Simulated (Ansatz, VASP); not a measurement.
**Two plane-wave programs on BiB**

```
B Bi
1.0
     0.00000    2.78736    2.78736
     2.78736    0.00000    2.78736
     2.78736    2.78736    0.00000
B Bi
1 1
Direct
  0.00000 0.00000 0.00000
  0.25000 0.25000 0.25000
```

Alike in both runs: task single point; functional PBE; k mesh 6 × 6 × 6; no spin polarisation.

|  | VASP | Ansatz |
| --- | --- | --- |
| version | VASP 6.6.1 | Ansatz 0.2.0 |
| potentials or method | VASP PAW PBE potentials, release 64 (B, Bi_d) | plane waves, PAW |
| plane-wave cutoff (eV) | 520 | 420 |
| occupations | gaussian, width 0.01 eV | fixed |
| valence electrons in the cell | 18 | 18 |

```tsv
	VASP	Ansatz	Ansatz less VASP
gap on the k mesh at the Fermi level (eV)	none	none	-
pressure (GPa)	-1.9	-1.9	+0.06
```

A gap of «none» marks a metal or a gap that the smearing closes. Ansatz's warnings: unresolved pair at count.

Spin-orbit coupling is off throughout.
